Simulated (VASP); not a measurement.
# GaAs (F-43m) in VASP: settings compared

GaAs is run at these levels: PBE, BLYP, B3LYP, r2SCAN; tasks: single point.

All numbers are computed with VASP 6.6.1; they aren't measurements. Logs are shortened: lines on timing, memory, paths and dates and some standing lists are left out, and cuts for length are marked.

## Step 1: The cell of the first run

It takes space group F-43m (No. 216, cubic). The conventional cell has a = 5.654 Å, b = 5.654 Å, c = 5.654 Å, α = 90.00°, β = 90.00°, γ = 90.00°. Within 3.2 Å of As (site symmetry -43m) lie 4 Ga at 2.45 Å. Within 3.2 Å of Ga (site symmetry -43m) lie 4 As at 2.45 Å.

## Step 2: Single point, PBE, non-collinear spin, zero start, spin-orbit coupling

INCAR

```
SYSTEM = GaAs
PREC = Accurate
ENCUT = 520
EDIFF = 1E-6
ISMEAR = -1
SIGMA = 0.05
LREAL = .False.
LASPH = .True.
NELM = 150
ALGO = Normal
ISIF = 2
LWAVE = .False.
LCHARG = .False.
MAGMOM = 0 0 0 0 0 0
LORBIT = 11
LSORBIT = .True.
GGA_COMPAT = .False.
LORBMOM = .True.
GGA = PE
NBANDS = 30
```

KPOINTS

```
Automatic mesh
0
Gamma
  8 8 8
  0 0 0
```

POSCAR

```
GaAs
1.0
    0.0000000000      2.8268500000      2.8268500000
    2.8268500000      0.0000000000      2.8268500000
    2.8268500000      2.8268500000      0.0000000000
As Ga
1 1
Direct
    0.7500000000      0.7500000000      0.7500000000
    0.0000000000      0.0000000000      0.0000000000
```

Potentials or basis: VASP PAW PBE potentials, release 64 (As, Ga_d).

Command:

```bash
cat potpaw_PBE.64/As/POTCAR potpaw_PBE.64/Ga_d/POTCAR > POTCAR
mpirun -np 1 vasp_ncl > vasp.out
```

OUTCAR:

```text
SYSTEM = GaAs
   PREC = Accurate
   ENCUT = 520
   EDIFF = 1E-6
   ISMEAR = -1
   LREAL = .False.
   LASPH = .True.
   NELM = 150
   ISIF = 2
   LORBIT = 11
   LSORBIT = .True.
   GGA = PE

 ion  position               nearest neighbor table
   1  0.750  0.750  0.750-   2 2.45   2 2.45   2 2.45   2 2.45
   2  0.000  0.000  0.000-   1 2.45   1 2.45   1 2.45   1 2.45

  LATTYP: Found a face centered cubic cell.
 ALAT       =     5.6537000000

  Lattice vectors:

 A1 = (   0.0000000000,   2.8268500000,   2.8268500000)
 A2 = (   2.8268500000,   0.0000000000,   2.8268500000)
 A3 = (   2.8268500000,   2.8268500000,   0.0000000000)

Analysis of symmetry for initial positions (statically):
=====================================================================
 Subroutine PRICEL returns:
 Original cell was already a primitive cell.

 Routine SETGRP: Setting up the symmetry group for a
 face centered cubic supercell.

 Subroutine GETGRP returns: Found 24 space group operations
 (whereof 24 operations were pure point group operations)
 out of a pool of 48 trial point group operations.

The static configuration has the point symmetry T_d .

Analysis of symmetry for dynamics (positions and initial velocities):
=====================================================================
 Subroutine PRICEL returns:
 Original cell was already a primitive cell.

 Routine SETGRP: Setting up the symmetry group for a
 face centered cubic supercell.

 Subroutine GETGRP returns: Found 24 space group operations
 (whereof 24 operations were pure point group operations)
 out of a pool of 48 trial point group operations.

The dynamic configuration has the point symmetry T_d .

Analysis of structural, dynamic, and magnetic symmetry:
=====================================================================
 Subroutine PRICEL returns:
 Original cell was already a primitive cell.

 Routine SETGRP: Setting up the symmetry group for a
 face centered cubic supercell.

 Subroutine GETGRP returns: Found 24 space group operations
 (whereof 24 operations were pure point group operations)
 out of a pool of 48 trial point group operations.

The overall configuration has the point symmetry T_d .

 Subroutine INISYM returns: Found 24 space group operations
 (whereof 24 operations are pure point group operations),
 and found     1 'primitive' translations

----------------------------------------------------------------------------------------

                                     Primitive cell

  volume of cell :      45.1792

  direct lattice vectors                    reciprocal lattice vectors
     0.000000000  2.826850000  2.826850000    -0.176875321  0.176875321  0.176875321
     2.826850000  0.000000000  2.826850000     0.176875321 -0.176875321  0.176875321
     2.826850000  2.826850000  0.000000000     0.176875321  0.176875321 -0.176875321

  length of vectors
     3.997769609  3.997769609  3.997769609     0.306357042  0.306357042  0.306357042

  position of ions in fractional coordinates (direct lattice)
     0.750000000  0.750000000  0.750000000
     0.000000000  0.000000000  0.000000000

  ion indices of the primitive-cell ions
   primitive index   ion index
                 1           1
                 2           2

----------------------------------------------------------------------------------------

 KPOINTS: Automatic mesh

Automatic generation of k-mesh.
 Grid dimensions read from file:
 generate k-points for:    8    8    8

 Generating k-lattice:

  Cartesian coordinates                     Fractional coordinates (reciprocal lattice)
    -0.022109415  0.022109415  0.022109415     0.125000000  0.000000000  0.000000000
     0.022109415 -0.022109415  0.022109415     0.000000000  0.125000000  0.000000000
     0.022109415  0.022109415 -0.022109415     0.000000000  0.000000000  0.125000000

  Length of vectors
     0.038294630  0.038294630  0.038294630

  Shift w.r.t. Gamma in fractional coordinates (k-lattice)
     0.000000000  0.000000000  0.000000000

 Subroutine IBZKPT returns following result:
 ===========================================

 Found     43 irreducible k-points:

 Following reciprocal coordinates:
            Coordinates               Weight
  0.000000  0.000000  0.000000      1.000000
  0.125000  0.000000  0.000000      4.000000
 -0.125000  0.000000  0.000000      4.000000
  0.250000  0.000000  0.000000      4.000000
 -0.250000  0.000000  0.000000      4.000000
  0.375000  0.000000  0.000000      4.000000
[... 16 lines left out ...]
 -0.375000 -0.250000  0.000000     12.000000
  0.500000  0.250000  0.000000     12.000000
 [... further k-points ...]
[... 27 lines left out ...]
   TEBEG  =    0.0;   TEEND  =   0.0 temperature during run
   PSTRESS=    0.0 pullay stress
   NELECT =      18.0000    total number of electrons
   NUPDOWN=      -1.0000    fix difference up-down
   EMIN   =  10.00;   EMAX   =-10.00  energy-range for DOS
   EFERMI =   0.00;   METHOD = LEGACY
   ISMEAR =    -1;   SIGMA  =   0.05  broadening in eV -4-tet -1-fermi 0-gaus
   EFERMI_NEDOS =   21; number of points for ismear=-14 and -15
   IALGO  =     38    algorithm
   IMIX   =      4    mixing-type and parameters
     AMIX     =   0.40;   BMIX     =  1.00
     AMIX_MAG =   1.60;   BMIX_MAG =  1.00
  volume/ion in A,a.u.               =      22.59       152.44
  Fermi-wavevector in a.u.,A,eV,Ry     =   1.204628  2.276417 19.743799  1.451128
  Thomas-Fermi vector in A             =   2.340347
   LORBIT       =     11    0 simple, 1 ext, 2 COOP (PROOUT), +10 PAW based schemes
   GGA     = PE    functional components
   LHFCALC =     F    Hartree Fock is set to
   AEXX    =    0.0000 exact exchange contribution
   IVDW    =     0    specifies the selected vdW correction
   LEPSILON=     F    determine dielectric tensor
   LRPA    =     F    only Hartree local field effects (RPA)
  energy-cutoff  :      520.00
  volume of cell :       45.18
 maximum number of plane-waves:      2486
 NGX is ok and might be reduce to    30
   NGX = 15   NGY = 15   NGZ = 15

 number of electron      17.9999995 magnetization      -0.0000000      0.0000000      0.0000000

 number of electron      17.9999995 magnetization      -0.0000000      0.0000000     -0.0000000

 number of electron      17.9999995 magnetization      -0.0000000     -0.0000000     -0.0000000

 number of electron      17.9999995 magnetization       0.0000000      0.0000000      0.0000000

 Free energy of the ion-electron system (eV)
  ---------------------------------------------------
  ext. energy  EPLUGINS =         0.00000000
  ---------------------------------------------------
  free energy    TOTEN  =        -8.26493698 eV

  energy without entropy =       -8.26489011  energy(sigma->0) =       -8.26491355

 E-fermi :   4.2662     XC(G=0):  -9.5871

 val. band max:        4.0415428708   @ k =   0.0000   0.0000   0.0000
 cond. band min:       4.4537116597   @ k =   0.0000   0.0000   0.0000
 fundamental gap:      0.4121687889
 Fermi energy:         4.2661707076

 k-point     1 :       0.0000    0.0000    0.0000
  band No.  band energies     occupation
      1     -11.1203      1.00000
      2     -11.1203      1.00000
      3     -11.1203      1.00000
      4     -11.1203      1.00000
      5     -10.6957      1.00000
      6     -10.6957      1.00000
[... 781 lines left out ...]
     29      15.9465      0.00000
     30      15.9484      0.00000

 [... further k-points ...]

------------------------ aborting loop because EDIFF is reached ----------------------------------------

  FORCE on cell =-STRESS in cart. coord.  units (eV):
  Direction    XX          YY          ZZ          XY          YZ          ZX
  --------------------------------------------------------------------------------------
  -------------------------------------------------------------------------------------
  Total        0.9693759      0.9693759      0.9693759     -0.0000000     -0.0000000     -0.0000000
  in kB       34.3767265     34.3767265     34.3767265     -0.0000000     -0.0000000     -0.0000000
  external PRESSURE =      34.3767265 kB  Pullay stress =       0.0000000 kB

 VOLUME and BASIS-vectors are now :
 -----------------------------------------------------------------------------
  energy-cutoff  :      520.00
  volume of cell :       45.18
      direct lattice vectors                 reciprocal lattice vectors
     0.000000000  2.826850000  2.826850000    -0.176875321  0.176875321  0.176875321
     2.826850000  0.000000000  2.826850000     0.176875321 -0.176875321  0.176875321
     2.826850000  2.826850000  0.000000000     0.176875321  0.176875321 -0.176875321

 POSITION                                       TOTAL-FORCE (eV/Angst)
 -----------------------------------------------------------------------------------
      4.24027      4.24027      4.24027         0.000000      0.000000     -0.000000
      0.00000      0.00000      0.00000        -0.000000     -0.000000      0.000000
 -----------------------------------------------------------------------------------
    total drift:                                0.000000      0.000000      0.000000

  FREE ENERGIE OF THE ION-ELECTRON SYSTEM (eV)
  ---------------------------------------------------
  free  energy   TOTEN  =        -8.2649369812 eV

  energy  without entropy=       -8.2648901145  energy(sigma->0) =       -8.26491355

 orbital moment (x)

 # of ion     p       d       tot
 ----------------------------------------
  1        -0.000  -0.000  -0.000
  2        -0.000  -0.000  -0.000
 ----------------------------------------
           -0.000  -0.000  -0.000

 orbital moment (y)

 # of ion     p       d       tot
 ----------------------------------------
  1        -0.000   0.000   0.000
  2        -0.000  -0.000  -0.000
 ----------------------------------------
           -0.000  -0.000  -0.000

 orbital moment (z)

 # of ion     p       d       tot
 ----------------------------------------
  1        -0.000  -0.000  -0.000
  2         0.000  -0.000  -0.000
 ----------------------------------------
           -0.000  -0.000  -0.000

 Spin-Orbit-Coupling matrix elements

 Ion:    1  E_soc:     -0.0239765
 l=   1
     0.0000000    -0.0039885    -0.0039885
    -0.0039885     0.0000000    -0.0039885
    -0.0039885    -0.0039885     0.0000000
 l=   2
     0.0000000    -0.0000037     0.0000000    -0.0000037    -0.0000039
    -0.0000037     0.0000000    -0.0000029    -0.0000037    -0.0000010
     0.0000000    -0.0000029     0.0000000    -0.0000029     0.0000000
    -0.0000037    -0.0000037    -0.0000029     0.0000000    -0.0000010
    -0.0000039    -0.0000010     0.0000000    -0.0000010     0.0000000
 l=   3
     0.0000000     0.0000000     0.0000000     0.0000000     0.0000000     0.0000000     0.0000000
     0.0000000     0.0000000     0.0000000     0.0000000     0.0000000     0.0000000     0.0000000
     0.0000000     0.0000000     0.0000000     0.0000000     0.0000000     0.0000000     0.0000000
     0.0000000     0.0000000     0.0000000     0.0000000     0.0000000     0.0000000     0.0000000
     0.0000000     0.0000000     0.0000000     0.0000000     0.0000000     0.0000000     0.0000000
     0.0000000     0.0000000     0.0000000     0.0000000     0.0000000     0.0000000     0.0000000
     0.0000000     0.0000000     0.0000000     0.0000000     0.0000000     0.0000000     0.0000000

 Ion:    2  E_soc:     -0.0119658
 l=   1
     0.0000000    -0.0011615    -0.0011615
    -0.0011615     0.0000000    -0.0011615
    -0.0011615    -0.0011615     0.0000000
 l=   2
     0.0000000    -0.0001658     0.0000000    -0.0001658    -0.0006670
    -0.0001658     0.0000000    -0.0005002    -0.0001658    -0.0001667
     0.0000000    -0.0005002     0.0000000    -0.0005002     0.0000000
    -0.0001658    -0.0001658    -0.0005002     0.0000000    -0.0001667
    -0.0006670    -0.0001667     0.0000000    -0.0001667     0.0000000
 l=   3
     0.0000000     0.0000000     0.0000000     0.0000000     0.0000000     0.0000000     0.0000000
     0.0000000     0.0000000     0.0000000     0.0000000     0.0000000     0.0000000     0.0000000
     0.0000000     0.0000000     0.0000000     0.0000000     0.0000000     0.0000000     0.0000000
     0.0000000     0.0000000     0.0000000     0.0000000     0.0000000     0.0000000     0.0000000
     0.0000000     0.0000000     0.0000000     0.0000000     0.0000000     0.0000000     0.0000000
     0.0000000     0.0000000     0.0000000     0.0000000     0.0000000     0.0000000     0.0000000
     0.0000000     0.0000000     0.0000000     0.0000000     0.0000000     0.0000000     0.0000000

 total charge

# of ion       s       p       d       tot
------------------------------------------
    1        1.209   1.601   0.031   2.840
    2        0.881   0.803   9.994  11.678
--------------------------------------------------
tot          2.090   2.403  10.026  14.519

 magnetization (x)

# of ion       s       p       d       tot
------------------------------------------
    1       -0.000   0.000   0.000  -0.000
    2       -0.000   0.000   0.000  -0.000
--------------------------------------------------
tot         -0.000   0.000   0.000  -0.000

 magnetization (y)

# of ion       s       p       d       tot
------------------------------------------
    1        0.000   0.000   0.000   0.000
    2        0.000   0.000   0.000   0.000
--------------------------------------------------
tot          0.000   0.000   0.000   0.000

 magnetization (z)

# of ion       s       p       d       tot
------------------------------------------
    1       -0.000   0.000   0.000   0.000
    2        0.000   0.000   0.000   0.000
--------------------------------------------------
tot          0.000   0.000   0.000   0.000
```

It took 2.4 min on 1 thread of Intel Xeon 6975P-C, shared host; peak memory 0.32 GiB.

Results:

```
Free energy                                           : -8.2649 eV
Pressure                                              : 3.4 GPa
Net moment                                            : 0.00 μB per cell
Valence electrons inside the program's atomic spheres : As 2.84; Ga 11.68
```

Moments on the atoms (μB; x, y, z):
```
As  0.00 0.00 0.00
Ga  0.00 0.00 0.00
```

## Step 3: Single point, BLYP

This run uses another cell than the first one, of 23.49 Å³/atom, 1.040 times its volume.

INCAR

```
PREC = Accurate ; ENCUT = 600
EDIFF = 1E-6 ; ISMEAR = -1
SIGMA = 0.05 ; LREAL = F
LASPH = T ; NELM = 120
ALGO = Normal ; ISIF = 2
LWAVE = F ; LCHARG = T
GGA = B5 ; ALDAX = 1.0
AGGAX = 1.0 ; AGGAC = 1.0
ALDAC = 0.0 ; LELF = T
LVHAR = T ; NBANDS = 21
GGA_COMPAT = F
```

KPOINTS

```
regular mesh
0
Gamma
  8 8 8
```

POSCAR

```
GaAs
1.0
    0.0000000000      2.8640496607      2.8640496607
    2.8640496607      0.0000000000      2.8640496607
    2.8640496607      2.8640496607      0.0000000000
As Ga
1 1
Direct
    0.7500000000      0.7500000000      0.7500000000
    0.0000000000      0.0000000000      0.0000000000
```

Potentials or basis: VASP PAW PBE potentials, release 64 (As_d, Ga_d).

Command:

```bash
cat potpaw_PBE.64/As_d/POTCAR potpaw_PBE.64/Ga_d/POTCAR > POTCAR
mpirun -np 1 vasp_std > vasp.out
```

Wall time 29 s (1 thread of AMD EPYC 7R13 (Zen 3), shared host); peak memory 0.16 GiB.

Results (log left out):

- Free energy: -6.9858 eV
- Pressure: 4.0 GPa

Levels at points of the mesh, in eV from the Fermi level:
```csv
k point,band 12,band 13,band 14,band 15,band 16,band 17
"(0.00, 0.00, 0.00)",-0.09,-0.09,-0.09,0.00,3.67,3.67
"(0.50, 0.00, 0.00)",-6.49,-1.16,-1.16,0.79,4.61,4.61
"(0.50, 0.50, 0.00)",-6.74,-2.59,-2.59,1.61,1.67,9.70
```

Caveat: the PAW data sets were made with another functional, which shifts forces and pressure a little.

## Step 4: Single point, B3LYP

POSCAR

```
GaAs
1.0
    0.0000000000      2.8268500000      2.8268500000
    2.8268500000      0.0000000000      2.8268500000
    2.8268500000      2.8268500000      0.0000000000
As Ga
1 1
Direct
    0.7500000000      0.7500000000      0.7500000000
    0.0000000000      0.0000000000      0.0000000000
```

INCAR.step1

```
SYSTEM = GaAs
PREC = Accurate ; ENCUT = 520
EDIFF = 1E-5 ; ISMEAR = -1
SIGMA = 0.05 ; LREAL = .False.
LASPH = .True. ; NELM = 80
ALGO = Normal ; ISIF = 2
LWAVE = .True. ; NBANDS = 16
GGA = PE
```

INCAR.step2

```
SYSTEM = GaAs
PREC = Accurate ; ENCUT = 520
EDIFF = 1E-6 ; ISMEAR = -1
SIGMA = 0.05 ; LREAL = .False.
LASPH = .True. ; NELM = 80
ALGO = Normal ; ISIF = 2
LWAVE = .False. ; LCHARG = .True.
GGA = B3 ; LHFCALC = .True.
AEXX = 0.2 ; AGGAX = 0.72
AGGAC = 0.81 ; ALDAC = 0.19
PRECFOCK = Normal ; LELF = .True.
LVHAR = .True. ; NBANDS = 16
ISTART = 1
```

KPOINTS

```
regular mesh
0
Gamma
  4 4 4
  0 0 0
```

Potentials or basis: VASP PAW PBE potentials, release 64 (As, Ga_d).

Command:

```bash
cat potpaw_PBE.64/As/POTCAR potpaw_PBE.64/Ga_d/POTCAR > POTCAR
cp INCAR.step1 INCAR
mpirun -np 1 vasp_std > vasp.out
cp INCAR.step2 INCAR
mpirun -np 1 vasp_std > vasp.out
```

It used 1300 s of CPU time on 1 thread of AMD EPYC 7R13 Processor (Zen 3), with other jobs on the host.

Results (log left out):

```yaml
Free_energy: -8.9572 eV
Pressure: 4.4 GPa
Band_gap_on_the_k_mesh: 1.70 eV, direct
```

Levels at points of the mesh, in eV from the valence-band top:
```
           k point  band 5  band 6  band 7  band 8  band 9  band 10  band 11  band 12  band 13  band 14
(0.00, 0.00, 0.00)  -16.93  -13.76    0.00    0.00    0.00     1.70     5.00     5.00     5.00     9.16
(0.50, 0.00, 0.00)  -16.92  -11.90   -7.12   -1.21   -1.21     2.19     5.97     5.97     9.29    12.04
(0.50, 0.50, 0.00)  -16.92  -11.09   -7.34   -2.85   -2.85     2.69     2.87    11.80    11.80    12.64
```

Caveat: the k points lie up to 0.48 Å⁻¹ apart; the PAW data sets were made with another functional, which shifts forces and pressure a little. A k mesh can miss the band edges.

[end of part 1 of 2]
